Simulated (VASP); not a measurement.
# La (C2/c) in VASP: notebook, part 3 of 3

VASP 6.6.1. The steps go on from the part before.

## (4) Single point, LDA (33.38 Å³/atom)

This run uses another cell than the first one, of 33.38 Å³/atom.

The input, INCAR:

```
PREC     = Accurate       # precision mode
ENCUT    = 520            # plane-wave cutoff, eV
EDIFF    = 1E-6           # SCF threshold, eV
ISMEAR   = -1             # smearing method
SIGMA    = 0.1            # smearing width, eV
LREAL    = False          # projectors in reciprocal space
LASPH    = True           # aspherical terms in the spheres
NELM     = 60             # most SCF steps
ALGO     = Normal         # electronic algorithm
ISIF     = 2              # what is computed and relaxed
LWAVE    = False          # write WAVECAR
LCHARG   = False          # write CHGCAR
NBANDS   = 18             # bands
```

The input, KPOINTS:

```
regular mesh
0
Gamma
  12 12 9
```

The input, POSCAR:

```
La
1.0
   -2.9931795459      2.9917004284      1.8542934313
    2.9917004284     -2.9931795459      1.8542934313
    3.0081752109      3.0081752109     -1.8570024377
La
2
Direct
    0.0001551023      0.9998448977      0.0000000000
    0.7498448977      0.2501551023      0.5000000000
```

Potentials or basis: VASP PAW LDA potentials, release 64 (La).

Command:

```console
$ cat potpaw_LDA.64/La/POTCAR > POTCAR
$ mpirun -np 1 vasp_std > vasp.out
```

OUTCAR:

```text
PREC = Accurate
   ENCUT = 520
   EDIFF = 1E-6
   ISMEAR = -1
   LREAL = False
   LASPH = True
   NELM = 60
   ISIF = 2

 ion  position               nearest neighbor table
   1  0.000  1.000  0.000-   2 3.14   2 3.14   2 3.14   2 3.14
   2  0.750  0.250  0.500-   1 3.14   1 3.14   1 3.14   1 3.14

  Warning from LATTYP: Got some problem with cell dimensions!
  Tried to take original basis but could not verify dimensions!
  LATTYP: Found a base centered monoclinic cell.
 ALAT       =     3.7085874525
 B/A-ratio  =     2.2822431821
 C/A-ratio  =     1.2505459198
 COS(beta)  =    -0.3987239982

  Lattice vectors:

 A1 = (   2.9931795459,  -2.9917004284,  -1.8542934313)
 A2 = (  -2.9917004284,   2.9931795459,  -1.8542934313)
 A3 = (   3.0066960934,   3.0066960934,   1.8515844249)

Analysis of symmetry for initial positions (statically):
=====================================================================
 Subroutine PRICEL returns:
 Original cell was already a primitive cell.

 Routine SETGRP: Setting up the symmetry group for a
 base centered monoclinic supercell.

 Subroutine GETGRP returns: Found  4 space group operations
 (whereof  2 operations were pure point group operations)
 out of a pool of  4 trial point group operations.

The static configuration has the point symmetry C_2 .
 The point group associated with its full space group is C_2h.

Analysis of symmetry for dynamics (positions and initial velocities):
=====================================================================
 Subroutine PRICEL returns:
 Original cell was already a primitive cell.

 Routine SETGRP: Setting up the symmetry group for a
 base centered monoclinic supercell.

 Subroutine GETGRP returns: Found  4 space group operations
 (whereof  2 operations were pure point group operations)
 out of a pool of  4 trial point group operations.
[... 115 lines left out ...]
   EMIN   =  10.00;   EMAX   =-10.00  energy-range for DOS
   EFERMI =   0.00;   METHOD = LEGACY
   ISMEAR =    -1;   SIGMA  =   0.10  broadening in eV -4-tet -1-fermi 0-gaus
   EFERMI_NEDOS =   21; number of points for ismear=-14 and -15
   IALGO  =     38    algorithm
   IMIX   =      4    mixing-type and parameters
     AMIX     =   0.40;   BMIX     =  1.00
     AMIX_MAG =   1.60;   BMIX_MAG =  1.00
  volume/ion in A,a.u.               =      33.38       225.23
  Fermi-wavevector in a.u.,A,eV,Ry     =   1.130826  2.136951 17.398680  1.278767
  Thomas-Fermi vector in A             =   2.267523
   LORBIT       =      0    0 simple, 1 ext, 2 COOP (PROOUT), +10 PAW based schemes
   GGA     = CA    functional components
   LHFCALC =     F    Hartree Fock is set to
   AEXX    =    0.0000 exact exchange contribution
   IVDW    =     0    specifies the selected vdW correction
   LEPSILON=     F    determine dielectric tensor
   LRPA    =     F    only Hartree local field effects (RPA)
 non-spin polarized calculation
  energy-cutoff  :      520.00
  volume of cell :       66.75
 maximum number of plane-waves:      1816
   NGX = 17   NGY = 17   NGZ = 17

 number of electron      21.9999999 magnetization

 Free energy of the ion-electron system (eV)
  ---------------------------------------------------
  ext. energy  EPLUGINS =         0.00000000
  ---------------------------------------------------
  free energy    TOTEN  =       -10.76659788 eV

  energy without entropy =      -10.66106247  energy(sigma->0) =      -10.71383018

 E-fermi :   8.5531     XC(G=0): -10.1652

 val. band max:        8.5500278816   @ k =   0.1667  -0.0000   0.2222
 cond. band min:       8.5571167415   @ k =  -0.4167   0.5000   0.1111
 fundamental gap:      0.0070888599
 Fermi energy:         8.5531154347

 k-point     1 :       0.0000    0.0000    0.0000
  band No.  band energies     occupation
      1     -24.3383      2.00000
      2     -23.4699      2.00000
      3      -8.8586      2.00000
      4      -8.8379      2.00000
      5      -7.2229      2.00000
      6      -7.1562      2.00000
[... 481 lines left out ...]
      5      -8.0582      2.00000
      6      -7.3511      2.00000
[... 10 lines left out ...]
     17      10.3787      0.00000
     18      10.4767      0.00000

 [... further k-points ...]

------------------------ aborting loop because EDIFF is reached ----------------------------------------

  FORCE on cell =-STRESS in cart. coord.  units (eV):
  Direction    XX          YY          ZZ          XY          YZ          ZX
  --------------------------------------------------------------------------------------
  -------------------------------------------------------------------------------------
  Total       -0.9902338     -0.9902338     -1.1214305     -0.0110660      0.0037468      0.0037468
  in kB      -23.7677582    -23.7677582    -26.9167640     -0.2656068      0.0899303      0.0899306
  external PRESSURE =     -24.8174268 kB  Pullay stress =       0.0000000 kB

 VOLUME and BASIS-vectors are now :
 -----------------------------------------------------------------------------
  energy-cutoff  :      520.00
  volume of cell :       66.75
      direct lattice vectors                 reciprocal lattice vectors
    -2.993179546  2.991700428  1.854293431    -0.000295092  0.166792636  0.269710892
     2.991700428 -2.993179546  1.854293431     0.166792636 -0.000295092  0.269710892
     3.008175211  3.008175211 -1.857002438     0.166254656  0.166254656  0.000132617

 POSITION                                       TOTAL-FORCE (eV/Angst)
 -----------------------------------------------------------------------------------
      2.99077     -2.99225      1.85429         0.001559     -0.001559      0.000000
      0.00806      2.99864      0.92579        -0.001559      0.001559     -0.000000
 -----------------------------------------------------------------------------------
    total drift:                                0.000000      0.000000     -0.000000

  FREE ENERGIE OF THE ION-ELECTRON SYSTEM (eV)
  ---------------------------------------------------
  free  energy   TOTEN  =       -10.7665978806 eV

  energy  without entropy=      -10.6610624697  energy(sigma->0) =      -10.71383018
```

OSZICAR:

```text
N       E                     dE             d eps       ncg     rms          rms(c)
DAV:   1     0.242290639712E+03    0.24229E+03   -0.76691E+03 12796   0.174E+03
DAV:   2     0.237754838258E+02   -0.21852E+03   -0.21517E+03 18244   0.298E+02
DAV:   3    -0.752453525322E+01   -0.31300E+02   -0.30410E+02 21054   0.134E+02
DAV:   4    -0.106200285774E+02   -0.30955E+01   -0.30479E+01 25512   0.392E+01
DAV:   5    -0.108429697926E+02   -0.22294E+00   -0.22075E+00 20736   0.988E+00    0.432E+00
DAV:   6    -0.108056580506E+02    0.37312E-01   -0.42409E-01 25544   0.475E+00    0.234E+00
DAV:   7    -0.107686700463E+02    0.36988E-01   -0.41621E-02 24944   0.168E+00    0.524E-01
DAV:   8    -0.107665225686E+02    0.21475E-02   -0.50422E-03 25504   0.482E-01    0.564E-02
DAV:   9    -0.107665739328E+02   -0.51364E-04   -0.76507E-04 25048   0.193E-01    0.389E-02
DAV:  10    -0.107665898643E+02   -0.15931E-04   -0.72058E-05 21224   0.558E-02    0.310E-02
DAV:  11    -0.107665977678E+02   -0.79035E-05   -0.27341E-05 24976   0.533E-02    0.520E-03
DAV:  12    -0.107665978806E+02   -0.11285E-06   -0.10305E-06 17216   0.767E-03
   1 F= -.10766598E+02 E0= -.10713830E+02  d E =-.105535E+00
```

Wall time 3.8 min (1 thread of AMD EPYC 9R45 (Zen 5), shared host); peak memory 0.49 GiB.

Results:

```yaml
Free_energy: -10.7666 eV
Pressure: -2.5 GPa
Band_gap_on_the_k_mesh: zero (bands 11 and 12 overlap by 1.30 eV)
```

Forces on the atoms (eV/Å):
```
La   0.002 -0.002  0.000
La  -0.002  0.002  0.000
```

Levels at points of the mesh, in eV from the Fermi level:
| k point | band 8 | band 9 | band 10 | band 11 | band 12 | band 13 | band 14 | band 15 |
| --- | --- | --- | --- | --- | --- | --- | --- | --- |
| (0.00, 0.00, 0.00) | -15.18 | -2.81 | -2.56 | -0.49 | -0.15 | 0.69 | 1.14 | 1.14 |
| (0.50, 0.00, 0.00) | -15.12 | -1.64 | -1.39 | -0.29 | 0.38 | 1.05 | 1.35 | 1.56 |
| (0.50, 0.50, 0.00) | -15.45 | -1.20 | -1.19 | 0.18 | 0.19 | 1.10 | 1.10 | 1.69 |

Caveat: spin-orbit coupling is left out, which moves the levels of the heavy elements.

## (5) The runs side by side

| cell | k mesh | gap on the mesh (eV) | pressure (GPa) |
| --- | --- | --- | --- |
| a = 4.503, b = 4.503, c = 4.524 Å, angles 99.3, 99.3, 132.7°, 2 atoms | 10 × 10 × 7 | none | -0.1 |
| a = 4.563, b = 4.563, c = 4.584 Å, angles 99.3, 99.3, 132.7°, 2 atoms | 12 × 12 × 9 | none | -1.4 |
| a = 4.620, b = 4.620, c = 4.642 Å, angles 99.3, 99.3, 132.7°, 2 atoms | 12 × 12 × 9 | none | -2.5 |

Alike in all rows: task single point; level LDA; potentials or basis VASP PAW LDA potentials, release 64 (La); no spin polarisation; cutoff (eV) 520; smearing fermi-dirac 0.1 eV.

Caveats: spin-orbit coupling is left out, which moves the levels of the heavy elements.

Absolute energies hang on the potentials; compare differences alone.
